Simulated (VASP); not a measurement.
# H12CO8 in VASP: further runs, part 2 of 2

VASP 6.6.1. The steps go on from the part before.

## 3. Single point, PBE+D3(BJ)

Contents of INCAR:

```
PREC     = Accurate       # precision mode
ENCUT    = 1000           # plane-wave cutoff, eV
EDIFF    = 1E-6           # SCF threshold, eV
ISMEAR   = -1             # smearing method
SIGMA    = 0.02           # smearing width, eV
LREAL    = Auto         
LASPH    = T              # aspherical terms in the spheres
NELM     = 120            # most SCF steps
ALGO     = Normal         # electronic algorithm
ISIF     = 2              # what is computed and relaxed
LWAVE    = F              # write WAVECAR
LCHARG   = F              # write CHGCAR
GGA      = PE             # functional
IVDW     = 12             # dispersion correction
NBANDS   = 48             # bands
GGA_COMPAT= F
```

Contents of KPOINTS:

```
regular mesh
0
Gamma
  1 1 1
```

Contents of POSCAR:

```
H12CO8
1.0
    6.2658270000      0.0000000000      0.0000000000
    0.0000000000      6.2658270000      0.0000000000
    0.0000000000      0.0000000000      6.2658270000
O H C
8 12 1
Direct
    0.1749649328      0.0353824004      0.9296617988
    0.5996814148      0.5044984485      0.4592051456
    0.9490048161      0.3065038342      0.2508846797
    0.2624234598      0.6931247862      0.1967657262
    0.9555642057      0.6266211946      0.8101085459
    1.0935667391      0.9451425965      0.5080733956
    0.6820807533      0.1713261474      0.8130770288
    0.5833707187      0.0472882510      1.1503349837
    0.0917995342      0.1429340453      0.9898453947
    0.1737839235      0.0569916788      0.7714703901
    0.5435036748      0.3722094466      0.5191972265
    0.6751542933      0.4605617104      0.3252244277
    1.0253554718      0.4403728351      0.2879428366
    1.0080872006      0.1926960320      0.3595854147
    0.2854691009      0.8290206544      0.1211492114
    0.3967552886      0.6586680417      0.2811600129
    0.8993545465      0.4827774530      0.7760188719
    1.0315477909      0.6004474749      0.9478716856
    1.1506222562      0.8457622593      0.3975213487
    1.0406287949      0.8527206385      0.6263339221
    0.6383195706      0.0885437788      0.9753062126
```

Potentials or basis: VASP PAW PBE potentials, release 64 (O_h, H_h, C_h).

Command:

```console
$ cat potpaw_PBE.64/O_h/POTCAR potpaw_PBE.64/H_h/POTCAR potpaw_PBE.64/C_h/POTCAR > POTCAR
$ mpirun -np 1 vasp_gam > vasp.out
```

OUTCAR:

```text
PREC = Accurate
   ENCUT = 1000
   EDIFF = 1E-6
   ISMEAR = -1
   LREAL = Auto
   LASPH = T
   NELM = 120
   ISIF = 2
   GGA = PE
   IVDW = 12
 IVDW          = 12

 ion  position               nearest neighbor table
   1  0.175  0.035  0.930-   9 0.93  10 1.00
   2  0.600  0.504  0.459-  11 0.98  12 1.00
   3  0.949  0.307  0.251-  13 0.99  14 1.05
   4  0.262  0.693  0.197-  15 0.99  16 1.02
[... 279 lines left out ...]
  -------------------------------------------------------------------------------------
  Total       0.05137    -2.93194    -5.47294     0.18038     3.24609    -1.46019
  in kB       0.33456   -19.09549   -35.64481     1.17483    21.14152    -9.51006
  external pressure =      -18.14 kB  Pullay stress =        0.00 kB

 VOLUME and BASIS-vectors are now :
 -----------------------------------------------------------------------------
  energy-cutoff  :     1000.00
  volume of cell :      246.00
      direct lattice vectors                 reciprocal lattice vectors
     6.265827000  0.000000000  0.000000000     0.159595852  0.000000000  0.000000000
     0.000000000  6.265827000  0.000000000     0.000000000  0.159595852  0.000000000
     0.000000000  0.000000000  6.265827000     0.000000000  0.000000000  0.159595852

 POSITION                                       TOTAL-FORCE (eV/Angst)
 -----------------------------------------------------------------------------------
      1.09630      0.22170      5.82510         1.420226     -1.291270     -1.759769
      3.75750      3.16110      2.87730        -0.070585      0.107448     -1.021641
      5.94630      1.92050      1.57200         1.351252     -0.728972      1.421529
      1.64430      4.34300      1.23290         0.863315     -0.185203      0.805092
      5.98740      3.92630      5.07600         0.170663     -1.240755      0.931008
      0.58627      5.92210      3.18350        -0.180297     -0.021257      0.369625
[... 13 lines left out ...]
      0.25457      5.34300      3.92450        -0.066368     -0.002056     -0.738506
      3.99960      0.55480      6.11110        -0.735784      1.474272      1.262416
 -----------------------------------------------------------------------------------
    total drift:                                0.001908      0.001081      0.000938

  FREE ENERGIE OF THE ION-ELECTRON SYSTEM (eV)
  ---------------------------------------------------
  free  energy   TOTEN  =      -111.2865074401 eV

  energy  without entropy=     -111.2865074401  energy(sigma->0) =     -111.28650744
```

OSZICAR:

```text
N       E                     dE             d eps       ncg     rms          rms(c)
DAV:   1     0.842620815885E+03    0.84262E+03   -0.46509E+04    96   0.203E+03
DAV:   2     0.474928298709E+02   -0.79513E+03   -0.74770E+03   144   0.353E+02
DAV:   3    -0.113472511692E+03   -0.16097E+03   -0.15870E+03   112   0.169E+02
DAV:   4    -0.120656115404E+03   -0.71836E+01   -0.70979E+01   128   0.381E+01
DAV:   5    -0.120871029870E+03   -0.21491E+00   -0.21440E+00   128   0.655E+00    0.204E+01
DAV:   6    -0.110918895779E+03    0.99521E+01   -0.30911E+01   120   0.254E+01    0.780E+00
DAV:   7    -0.110695139648E+03    0.22376E+00   -0.16852E+00   120   0.635E+00    0.484E+00
DAV:   8    -0.110551262911E+03    0.14388E+00   -0.31795E-01   128   0.349E+00    0.700E-01
DAV:   9    -0.110549253852E+03    0.20091E-02   -0.30166E-02   136   0.102E+00    0.295E-01
DAV:  10    -0.110551626650E+03   -0.23728E-02   -0.12655E-02   112   0.673E-01    0.149E-01
DAV:  11    -0.110551736429E+03   -0.10978E-03   -0.17313E-03   128   0.274E-01    0.683E-02
DAV:  12    -0.110551777259E+03   -0.40830E-04   -0.65885E-04   128   0.155E-01    0.361E-02
DAV:  13    -0.110551757637E+03    0.19621E-04   -0.73006E-05   136   0.623E-02    0.131E-02
DAV:  14    -0.110551759747E+03   -0.21099E-05   -0.44639E-05   120   0.357E-02    0.107E-02
DAV:  15    -0.110551758365E+03    0.13824E-05   -0.61747E-06   144   0.174E-02    0.346E-03
DAV:  16    -0.110551758628E+03   -0.26292E-06   -0.25851E-06   104   0.105E-02
   1 F= -.11128651E+03 E0= -.11128651E+03  d E =-.197555E-12
```

stdout:

```text
POSCAR found type information on POSCAR O H C
 POSCAR found :  3 types and      21 ions
 scaLAPACK will be used
 LDA part: xc-table for (Slater+PW92), standard interpolation
 POSCAR, INCAR and KPOINTS ok, starting setup
 FFT: planning ... GRIDC
 FFT: planning ... GRID_SOFT
 FFT: planning ... GRID
 WAVECAR not read
 entering main loop
```

Wall time 2.7 min (1 thread of AMD EPYC, shared host); peak memory 0.63 GiB.

Results:

- Free energy: -111.2865 eV
- Pressure: -1.8 GPa
- Largest force: 2.604 eV/Å
- Dispersion energy per atom: -0.035 eV

Forces in eV/Å, atoms in the order of the input:
```
O    1.420 -1.291 -1.760
O   -0.071  0.107 -1.022
O    1.351 -0.729  1.422
O    0.863 -0.185  0.805
O    0.171 -1.241  0.931
O   -0.180 -0.021  0.370
O    0.245 -0.760 -0.211
O    0.537 -0.753 -0.997
H   -1.206  1.773  1.112
H    0.082 -0.219  0.897
H    0.176  0.131 -0.222
H   -0.203 -0.192  1.212
H   -0.133 -0.741 -0.251
H   -0.974  1.292 -1.292
H   -0.027 -0.205 -0.238
H   -0.989  0.113 -0.578
H    0.063  0.938 -0.078
H   -0.253  0.461 -0.937
H   -0.072  0.049  0.312
H   -0.066 -0.002 -0.739
C   -0.736  1.474  1.262
```

Caveat: the k points lie up to 1.00 Å⁻¹ apart, too coarse for converged energies, forces and pressures; the atoms stand as in a frame of molecular dynamics.

## 4. Single point, PBE+D3(BJ)

Contents of INCAR:

```
SYSTEM = H12CO8
ALGO = Normal ; EDIFF = 1E-6
ENCUT = 1000 ; GGA = PE
GGA_COMPAT = .False. ; ISIF = 2
ISMEAR = -1 ; IVDW = 12
LASPH = .True. ; LCHARG = .True.
LELF = .True. ; LREAL = Auto
LVHAR = .True. ; LWAVE = .False.
NBANDS = 48 ; NELM = 120
PREC = Accurate ; SIGMA = 0.02
```

Contents of KPOINTS:

```
k-points
0
Gamma
  1 1 1
  0 0 0
```

Contents of POSCAR:

```
H12CO8
1.0
    6.2658270000      0.0000000000      0.0000000000
    0.0000000000      6.2658270000      0.0000000000
    0.0000000000      0.0000000000      6.2658270000
O H C
8 12 1
Direct
    0.3124248403      0.0556191545      0.8537580115
    0.4577209042      0.4007132658      0.4077674025
    1.0988812810      0.2060861240      0.1964624941
    0.3012531307      0.7221871909      0.1502435353
    0.9404664380      0.6322868474      0.8810808214
    0.9376256319      0.9280817999      0.5554414445
    0.7106962896      0.2715044638      0.8700208289
    0.6842991356     -0.0124325169      1.1097178393
    0.2303127744      0.1151962861      0.9690340956
    0.2450275119      0.0372815911      0.7110952792
    0.4253708250      0.5373432749      0.4827774530
    0.5839612233      0.3495308760      0.4867833089
    1.1839937489      0.3163828175      0.2650089126
    1.0694198866      0.0895173135      0.3001997980
    0.3286397789      0.8270735850      0.0404735081
    0.4376916247      0.6523959248      0.1760821038
    0.8862996058      0.4881239140      0.9209319057
    1.0684303923      0.6561464273      0.9747157079
    0.8038364289      0.8949497010      0.4899433068
    0.9542395601      0.8044907719      0.6501935020
    0.7006896296      0.1300387004      0.9903401419
```

Command:

```console
$ cat potpaw_PBE.64/O_h/POTCAR potpaw_PBE.64/H_h/POTCAR potpaw_PBE.64/C_h/POTCAR > POTCAR
$ mpirun -np 1 vasp_gam > vasp.out
```

Run time: 75 s. Hardware: 1 thread of Intel Xeon Platinum 8259CL at 2.50GHz (Skylake/Cascade Lake), shared host; peak memory 0.64 GiB.

It converged, with:

* Free energy: -111.1954 eV
* Pressure: -0.1 GPa
* Largest force: 2.657 eV/Å
* Dispersion energy per atom: -0.035 eV

Forces in eV/Å, atoms in the order of the input:
```
O    1.256 -1.292 -1.954
O    0.582  1.045  0.977
O   -0.517 -0.563 -0.028
O   -0.212 -0.604  0.521
O    0.672 -0.502  0.736
O    0.446  0.135  0.025
O    0.124  0.296 -0.329
O    0.253  0.369 -0.021
H   -1.421  0.737  0.367
H   -0.193  0.537  1.557
H    0.041 -0.979 -0.445
H   -0.563 -0.005 -0.294
H    0.168 -0.301  0.315
H    0.321  0.729 -0.185
H    0.299  0.702 -0.603
H   -0.170 -0.111 -0.208
H    0.470  1.074 -0.429
H   -0.735 -0.326 -0.399
H   -0.600  0.128 -0.563
H    0.169 -0.253  0.480
C   -0.389 -0.815  0.481
```

Stress tensor (GPa, compression positive):
```
 0.86  0.04 -0.42
 0.04 -0.04 -0.05
-0.42 -0.05 -1.18
```

Levels at points of the mesh, in eV from the Fermi level:
| k point | band 30 | band 31 | band 32 | band 33 | band 34 | band 35 |
| --- | --- | --- | --- | --- | --- | --- |
| (0.00, 0.00, 0.00) | -0.90 | -0.81 | -0.48 | 3.93 | 5.91 | 6.10 |

Caveat: the k points lie up to 1.00 Å⁻¹ apart, too coarse for converged energies, forces and pressures.

## 5. The runs side by side

```tsv
cell	pressure (GPa)	largest force (eV/Å)
as given, atomic positions A	-1.0	2.33
as given, atomic positions B	-1.8	2.60
as given, atomic positions C	-0.1	2.66
```

Alike in all rows: task single point; level PBE+D3(BJ); potentials or basis VASP PAW PBE potentials, release 64 (O_h, H_h, C_h); no spin polarisation; k mesh 1 × 1 × 1; cutoff (eV) 1000; smearing fermi-dirac 0.02 eV.

Caveats: all runs use coarse meshes; the atoms stand as in a frame of molecular dynamics (at least some runs).

Absolute energies hang on the potentials; compare differences alone.
